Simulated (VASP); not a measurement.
# Mo2W in VASP: a series of runs

Runs on Mo2W. Level: PBE. Tasks: single point.

Everything below comes from runs of VASP 6.6.1. Logs are shortened: lines on timing, memory, paths and dates and some standing lists are left out, and cuts for length are marked.

## (1) The cell of the first run

The structure is orthorhombic, space group Fmmm (No. 69). Conventional cell: a = 3.169 Å, b = 4.484 Å, c = 13.434 Å, α = 90.00°, β = 90.00°, γ = 90.00°. Mo (site symmetry mm2) has 10 Mo at 2.74 to 3.17 Å and 4 W at 2.75 to 3.17 Å within 3.6 Å. Within 3.6 Å of W (site symmetry mmm) lie 6 W at 2.75 to 3.17 Å and 8 Mo at 2.75 to 3.17 Å.

## (2) Single point, PBE

Contents of INCAR:

```
ALGO     = Fast           # electronic algorithm
EDIFF    = 1E-6           # SCF threshold, eV
ENCUT    = 520            # plane-wave cutoff, eV
GGA      = PE             # functional
ISIF     = 2              # what is computed and relaxed
ISMEAR   = 0              # smearing method
LASPH    = True           # aspherical terms in the spheres
LCHARG   = False          # write CHGCAR
LREAL    = False          # projectors in reciprocal space
LWAVE    = False          # write WAVECAR
NBANDS   = 51             # bands
NELM     = 100            # most SCF steps
PREC     = Accurate       # precision mode
SIGMA    = 0.2            # smearing width, eV
```

Contents of KPOINTS:

```
k-points
0
Gamma
  8 4 4
```

Contents of POSCAR:

```
Mo2W
1.0
    1.5843821159     -2.2420539647      0.0000000000
    4.7531463477      2.2420539647      0.0000000000
    1.5843821159      0.0000000000      6.7171325114
Mo W
4 2
Direct
    0.1665313384      0.1665313384      0.3338746463
    0.6665313384      0.6665313384      0.3338746463
    0.3334686616      0.3334686616      0.6661253537
    0.8334686616      0.8334686616      0.6661253537
    1.0000000000      0.0000000000      0.0000000000
    0.5000000000      0.5000000000      0.0000000000
```

Potentials or basis: VASP PAW PBE potentials, release 64 (Mo_sv, W_sv).

Launch:

```
> cat potpaw_PBE.64/Mo_sv/POTCAR potpaw_PBE.64/W_sv/POTCAR > POTCAR
> mpirun -np 1 vasp_std > vasp.out
```

OUTCAR:

```text
EDIFF = 1E-6
   ENCUT = 520
   GGA = PE
   ISIF = 2
   ISMEAR = 0
   LASPH = True
   LREAL = False
   NELM = 100
   PREC = Accurate

 ion  position               nearest neighbor table
   1  0.167  0.167  0.334-   4 2.74   3 2.74   2 2.75   2 2.75   5 2.75   6 2.75   4 3.16   3 3.16
                             2 3.17   2 3.17   6 3.17   5 3.17
   2  0.667  0.667  0.334-   3 2.74   4 2.74   1 2.75   1 2.75   6 2.75   5 2.75   3 3.16   4 3.16
                             1 3.17   1 3.17   5 3.17   6 3.17
   3  0.333  0.333  0.666-   2 2.74   1 2.74   4 2.75   4 2.75   6 2.75   5 2.75   2 3.16   1 3.16
                             4 3.17   4 3.17   6 3.17   5 3.17
   4  0.833  0.833  0.666-   1 2.74   2 2.74   3 2.75   3 2.75   5 2.75   6 2.75   1 3.16   2 3.16
                             3 3.17   3 3.17   5 3.17   6 3.17
   5  0.000  0.000  0.000-   6 2.75   6 2.75   1 2.75   4 2.75   3 2.75   2 2.75   6 3.17   6 3.17
                             1 3.17   3 3.17   2 3.17   4 3.17
   6  0.500  0.500  0.000-   5 2.75   5 2.75   2 2.75   3 2.75   1 2.75   4 2.75   5 3.17   5 3.17
                             2 3.17   4 3.17   1 3.17   3 3.17

  LATTYP: Found a triclinic cell.
 ALAT       =     2.7453729564
 B/A-ratio  =     2.5170523677
 C/A-ratio  =     4.3177944562
 COS(alpha) =     0.0002297270
 COS(beta)  =     0.6172780197
 COS(gamma) =     0.6625910261

  Lattice vectors:

 A1 = (  -1.5843821159,   2.2420539647,   0.0000000000)
 A2 = (   1.5843821159,   6.7261618941,   0.0000000000)
 A3 = (  -9.5062926954,   2.2420539647,  -6.7171325114)

Analysis of symmetry for initial positions (statically):
=====================================================================
 Subroutine PRICEL returns following result:

  LATTYP: Found a face centered orthorhombic cell.
 ALAT       =     3.1687642318
 B/A-ratio  =     1.4150967385
 C/A-ratio  =     4.2395912223

  Lattice vectors:

 A1 = (  -0.0000000000,  -2.2420539647,  -6.7171325114)
 A2 = (   1.5843821159,   0.0000000000,  -6.7171325114)
 A3 = (   1.5843821159,  -2.2420539647,   0.0000000000)

   2 primitive cells build up your supercell.

 Routine SETGRP: Setting up the symmetry group for a
 triclinic supercell.

 Subroutine GETGRP returns: Found  2 space group operations
 (whereof  2 operations were pure point group operations)
 out of a pool of  2 trial point group operations.

The static configuration has the point symmetry S_2 .

Analysis of symmetry for dynamics (positions and initial velocities):
=====================================================================
 Subroutine PRICEL returns following result:

  LATTYP: Found a face centered orthorhombic cell.
 ALAT       =     3.1687642318
 B/A-ratio  =     1.4150967385
 C/A-ratio  =     4.2395912223

  Lattice vectors:

 A1 = (  -0.0000000000,  -2.2420539647,  -6.7171325114)
 A2 = (   1.5843821159,   0.0000000000,  -6.7171325114)
 A3 = (   1.5843821159,  -2.2420539647,   0.0000000000)

   2 primitive cells build up your supercell.

 Routine SETGRP: Setting up the symmetry group for a
 triclinic supercell.

 Subroutine GETGRP returns: Found  2 space group operations
 (whereof  2 operations were pure point group operations)
 out of a pool of  2 trial point group operations.

The dynamic configuration has the point symmetry S_2 .

 Subroutine INISYM returns: Found  2 space group operations
 (whereof  2 operations are pure point group operations),
 and found     2 'primitive' translations

----------------------------------------------------------------------------------------

                                     Primitive cell

  volume of cell :      47.7221

  direct lattice vectors                    reciprocal lattice vectors
    -0.000000000 -2.242053965 -6.717132511    -0.315580437 -0.223009797 -0.074436525
     1.584382116  0.000000000 -6.717132511     0.315580437  0.223009797 -0.074436525
     1.584382116 -2.242053965  0.000000000     0.315580437 -0.223009797  0.074436525

  length of vectors
     7.081431717  6.901458966  2.745372956     0.393529132  0.393529132  0.393529132

  position of ions in fractional coordinates (direct lattice)
     0.333062677  0.333062677  0.666937323
     0.666937323  0.666937323  0.333062677
     0.000000000  0.000000000  0.000000000

  ion indices of the primitive-cell ions
   primitive index   ion index
                 1           1
                 2           3
                 3           5

----------------------------------------------------------------------------------------

 KPOINTS: k-points

Automatic generation of k-mesh.
 Grid dimensions read from file:
 generate k-points for:    8    4    4

 Generating k-lattice:

  Cartesian coordinates                     Fractional coordinates (reciprocal lattice)
     0.019723777 -0.041814337 -0.004652283     0.125000000  0.000000000  0.000000000
     0.039447555  0.027876225 -0.009304566     0.000000000  0.250000000  0.000000000
     0.000000000  0.000000000  0.037218262     0.000000000  0.000000000  0.250000000

  Length of vectors
     0.046466223  0.049191142  0.037218262

  Shift w.r.t. Gamma in fractional coordinates (k-lattice)
     0.000000000  0.000000000  0.000000000

 Subroutine IBZKPT returns following result:
 ===========================================

 Found     68 irreducible k-points:

 Following reciprocal coordinates:
            Coordinates               Weight
  0.000000  0.000000  0.000000      1.000000
  0.125000  0.000000  0.000000      2.000000
  0.250000  0.000000  0.000000      2.000000
  0.375000  0.000000  0.000000      2.000000
  0.500000  0.000000  0.000000      1.000000
  0.000000  0.250000  0.000000      2.000000
[... 16 lines left out ...]
  0.500000  0.000000  0.250000      2.000000
 -0.375000  0.000000  0.250000      2.000000
 [... further k-points ...]
   k-points           NKPTS =     68   k-points in BZ     NKDIM =     68   number of bands    NBANDS=     51
   number of dos      NEDOS =    301   number of ions     NIONS =      6
   total plane-waves  NPLWV =  43200
   dimension x,y,z NGX =    20 NGY =   40 NGZ =   54
   dimension x,y,z NGXF=    40 NGYF=   80 NGZF=  108
   ions per type =               4   2
   NGX,Y,Z   is equivalent  to a cutoff of  12.11, 12.65, 13.01 a.u.
   NGXF,Y,Z  is equivalent  to a cutoff of  24.22, 25.31, 26.02 a.u.
 SYSTEM =  unknown system
   PREC   = accura    normal or accurate (medium, high low for compatibility)
   ISTART =      0    job   : 0-new  1-cont  2-samecut
   ICHARG =      2    charge: 1-file 2-atom 10-const
   ISPIN  =      1    spin polarized calculation?
   LNONCOLLINEAR =      F non collinear calculations
   LSORBIT =      F    spin-orbit coupling
   LASPH  =      T    aspherical Exc in radial PAW
   ENCUT  =  520.0 eV  38.22 Ry    6.18 a.u.   5.10  9.77 12.83*2*pi/ulx,y,z
   NELM   =    100;   NELMIN=  2; NELMDL= -5     # of ELM steps
   EDIFF  = 0.1E-05   stopping-criterion for ELM
   LREAL  =      F    real-space projection
   EDIFFG = 0.1E-04   stopping-criterion for IOM
   NSW    =      0    number of steps for IOM
   IBRION =     -1    ionic relax: 0-MD 1-quasi-New 2-CG
   NFREE  =      0    steps in history (QN), initial steepest desc. (CG)
   ISIF   =      2    stress and relaxation
   ISYM   =      2    0-nonsym 1-usesym 2-fastsym
   POTIM  = 0.5000    time-step for ionic-motion
   TEBEG  =    0.0;   TEEND  =   0.0 temperature during run
   PSTRESS=    0.0 pullay stress
   NELECT =      84.0000    total number of electrons
   NUPDOWN=      -1.0000    fix difference up-down
   EMIN   =  10.00;   EMAX   =-10.00  energy-range for DOS
   EFERMI =   0.00;   METHOD = LEGACY
   ISMEAR =     0;   SIGMA  =   0.20  broadening in eV -4-tet -1-fermi 0-gaus
   EFERMI_NEDOS =   21; number of points for ismear=-14 and -15
   IALGO  =     68    algorithm
   IMIX   =      4    mixing-type and parameters
     AMIX     =   0.40;   BMIX     =  1.00
     AMIX_MAG =   1.60;   BMIX_MAG =  1.00
  volume/ion in A,a.u.               =      15.91       107.35
  Fermi-wavevector in a.u.,A,eV,Ry     =   1.568862  2.964718 33.488382  2.461327
  Thomas-Fermi vector in A             =   2.670830
   LORBIT       =      0    0 simple, 1 ext, 2 COOP (PROOUT), +10 PAW based schemes
   GGA     = PE    functional components
   LHFCALC =     F    Hartree Fock is set to
   AEXX    =    0.0000 exact exchange contribution
   IVDW    =     0    specifies the selected vdW correction
   LEPSILON=     F    determine dielectric tensor
   LRPA    =     F    only Hartree local field effects (RPA)
 non-spin polarized calculation
 RMM-DIIS sequential band-by-band and
 Gauss-broadening in eV      SIGMA  =   0.20
  energy-cutoff  :      520.00
  volume of cell :       95.44
 maximum number of plane-waves:      2596
   NGX = 11   NGY = 19   NGZ = 25

 number of electron      83.9999996 magnetization

 Free energy of the ion-electron system (eV)
  ---------------------------------------------------
  ext. energy  EPLUGINS =         0.00000000
  ---------------------------------------------------
  free energy    TOTEN  =       -69.67678192 eV

  energy without entropy =      -69.61763350  energy(sigma->0) =      -69.64720771

 E-fermi :  11.9676     XC(G=0): -13.4039

 val. band max:       11.9634989339   @ k =  -0.1250   0.2500   0.5000
 cond. band min:      11.9773510609   @ k =   0.0000   0.0000   0.5000
 fundamental gap:      0.0138521270
 Fermi energy:        11.9675880930

 k-point     1 :       0.0000    0.0000    0.0000
  band No.  band energies     occupation
      1     -62.1217      2.00000
      2     -62.0558      2.00000
      3     -49.2244      2.00000
      4     -49.0984      2.00000
      5     -49.0380      2.00000
      6     -49.0379      2.00000
[... 43 lines left out ...]
     50      13.9491      0.00000
     51      14.1369      0.00000

 k-point     2 :       0.1250    0.0000    0.0000
  band No.  band energies     occupation
      1     -62.1109      2.00000
      2     -62.0500      2.00000
      3     -49.2022      2.00000
      4     -49.0812      2.00000
      5     -49.0325      2.00000
      6     -49.0223      2.00000
[... 43 lines left out ...]
     50      14.2834      0.00000
     51      14.4610      0.00000

 k-point     3 :       0.2500    0.0000    0.0000
  band No.  band energies     occupation
      1     -62.0837      2.00000
      2     -62.0369      2.00000
      3     -49.1452      2.00000
      4     -49.0382      2.00000
      5     -49.0155      2.00000
      6     -48.9921      2.00000
[... 1123 lines left out ...]
     50      14.6245      0.00000
     51      14.9158      0.00000

 k-point    24 :      -0.3750    0.0000    0.2500
  band No.  band energies     occupation
      1     -62.0527      2.00000
      2     -62.0274      2.00000
      3     -49.0780      2.00000
      4     -49.0073      2.00000
      5     -48.9910      2.00000
      6     -48.9661      2.00000
[... 43 lines left out ...]
     50      14.7318      0.00000
     51      14.8570      0.00000

 [... further k-points ...]
[... 5 lines left out ...]
  --------------------------------------------------------------------------------------
  -------------------------------------------------------------------------------------
  Total        0.4529345      0.6062758      0.0574781     -0.4332196      0.1203091     -0.0038207
  in kB        7.6031936     10.1772618      0.9648575     -7.2722492      2.0195718     -0.0641366
  external PRESSURE =       6.2484376 kB  Pullay stress =       0.0000000 kB

 VOLUME and BASIS-vectors are now :
 -----------------------------------------------------------------------------
  energy-cutoff  :      520.00
  volume of cell :       95.44
      direct lattice vectors                 reciprocal lattice vectors
     1.584382116 -2.242053965  0.000000000     0.157790218 -0.334514696 -0.037218262
     4.753146348  2.242053965  0.000000000     0.157790218  0.111504899 -0.037218262
     1.584382116  0.000000000  6.717132511     0.000000000  0.000000000  0.148873049

 POSITION                                       TOTAL-FORCE (eV/Angst)
 -----------------------------------------------------------------------------------
      1.58438      0.00000      2.24268        -0.001658      0.001790      0.028139
      4.75315      0.00000      2.24268        -0.001658      0.001790      0.028139
      3.16876      0.00000      4.47445         0.001658     -0.001790     -0.028139
      6.33753      0.00000      4.47445         0.001658     -0.001790     -0.028139
      0.00000      0.00000      0.00000        -0.000000      0.000000     -0.000000
      3.16876      0.00000      0.00000        -0.000000      0.000000      0.000000
 -----------------------------------------------------------------------------------
    total drift:                                0.000000     -0.000000     -0.000000

  FREE ENERGIE OF THE ION-ELECTRON SYSTEM (eV)
  ---------------------------------------------------
  free  energy   TOTEN  =       -69.6767819196 eV

  energy  without entropy=      -69.6176334968  energy(sigma->0) =      -69.64720771
```

Wall time 7.8 min (1 thread of Intel Xeon 8259CL, shared host); peak memory 0.38 GiB.

What came out:

```
Free energy            : -69.6768 eV
Pressure               : 0.6 GPa
Largest force          : 0.028 eV/Å
Band gap on the k mesh : zero (bands 42 and 43 overlap by 2.03 eV)
```

Forces on the atoms (eV/Å):
```
Mo  -0.002  0.002  0.028
Mo  -0.002  0.002  0.028
Mo   0.002 -0.002 -0.028
Mo   0.002 -0.002 -0.028
W    0.000  0.000  0.000
W    0.000  0.000  0.000
```

Levels at points of the mesh, in eV from the Fermi level:
| k point | band 40 | band 41 | band 42 | band 43 | band 44 | band 45 |
| --- | --- | --- | --- | --- | --- | --- |
| (0.00, 0.00, 0.00) | -1.02 | -0.96 | -0.85 | 1.30 | 1.39 | 1.43 |
| (0.50, 0.00, 0.00) | -1.81 | -0.70 | -0.70 | 0.27 | 0.27 | 0.64 |
| (0.00, 0.50, 0.00) | -1.87 | -1.76 | -1.76 | 0.78 | 0.78 | 0.98 |
| (0.50, 0.50, 0.00) | 1.28 | 1.30 | 1.36 | 1.38 | 1.38 | 1.58 |
| (0.00, 0.00, 0.50) | -0.96 | -0.27 | 0.01 | 1.08 | 1.30 | 1.31 |
| (0.50, 0.00, 0.50) | -1.74 | -0.58 | -0.58 | 1.07 | 1.07 | 1.45 |
| (0.00, 0.50, 0.50) | -1.70 | -1.51 | -1.51 | 1.11 | 1.11 | 1.24 |
| (0.50, 0.50, 0.50) | -0.95 | 0.32 | 0.42 | 1.30 | 1.38 | 1.58 |

Caveat: spin-orbit coupling is left out, which moves the levels of the heavy elements.

## (3) Single point, PBE

Contents of INCAR:

```
ALGO     = Fast           # electronic algorithm
EDIFF    = 1E-7           # SCF threshold, eV
ENCUT    = 520            # plane-wave cutoff, eV
GGA      = PE             # functional
ISIF     = 2              # what is computed and relaxed
ISMEAR   = 0              # smearing method
LASPH    = True           # aspherical terms in the spheres
LCHARG   = True           # write CHGCAR
LELF     = True           # ELF
LREAL    = False          # projectors in reciprocal space
LVHAR    = True         
LWAVE    = False          # write WAVECAR
NBANDS   = 51             # bands
NELM     = 80             # most SCF steps
PREC     = Accurate       # precision mode
SIGMA    = 0.2            # smearing width, eV
```

KPOINTS is that of step 2.

Contents of POSCAR:

```
Mo2W
1.0
    1.5921452947     -2.2507882936     -0.0016623905
    4.7485391527      2.2308758098      0.0010594167
    1.5842296461      0.0000120873      6.7045755968
Mo W
4 2
Direct
    0.1665590671      0.1664610081      0.3340397512
    0.6665609516      0.6664620204      0.3340360723
    0.3334379215      0.3335384856      0.6659591823
    0.8334341420      0.8335400049      0.6659571905
    1.0000108392     -0.0000010846      0.0000036582
    0.4999970785      0.4999995656      0.0000041455
```

Potentials or basis: VASP PAW PBE potentials, release 64 (Mo_sv, W_sv).

Launch:

```
> cat potpaw_PBE.64/Mo_sv/POTCAR potpaw_PBE.64/W_sv/POTCAR > POTCAR
> mpirun -np 1 vasp_std > vasp.out
```

Wall time 9.4 min (1 thread of Intel Xeon 8259CL, shared host); peak memory 0.4 GiB.

It converged, with:

```yaml
Free_energy: -69.6789 eV
Pressure: 0.5 GPa
Largest_force: 0.008 eV/Å
Band_gap_on_the_k_mesh: zero (bands 42 and 43 overlap by 2.00 eV)
```

Forces in eV/Å, atoms in the order of the input:
```
Mo  -0.001  0.005  0.006
Mo  -0.002  0.005  0.007
Mo   0.002 -0.005 -0.006
Mo   0.002 -0.005 -0.006
W    0.000  0.000 -0.001
W    0.000  0.000 -0.001
```

Levels at points of the mesh, in eV from the Fermi level:
| k point | band 40 | band 41 | band 42 | band 43 | band 44 | band 45 |
| --- | --- | --- | --- | --- | --- | --- |
| (0.00, 0.00, 0.00) | -1.01 | -0.94 | -0.83 | 1.33 | 1.36 | 1.42 |
| (0.50, 0.00, 0.00) | -1.82 | -0.68 | -0.68 | 0.27 | 0.27 | 0.64 |
| (0.00, 0.50, 0.00) | -1.84 | -1.73 | -1.73 | 0.75 | 0.75 | 0.95 |
| (0.50, 0.50, 0.00) | 1.26 | 1.28 | 1.37 | 1.38 | 1.39 | 1.60 |
| (0.00, 0.00, 0.50) | -0.95 | -0.30 | -0.01 | 1.06 | 1.30 | 1.32 |
| (0.50, 0.00, 0.50) | -1.76 | -0.58 | -0.58 | 1.08 | 1.08 | 1.46 |
| (0.00, 0.50, 0.50) | -1.68 | -1.49 | -1.49 | 1.08 | 1.08 | 1.20 |
| (0.50, 0.50, 0.50) | -0.96 | 0.33 | 0.42 | 1.26 | 1.40 | 1.59 |

Caveat: spin-orbit coupling is left out, which moves the levels of the heavy elements.
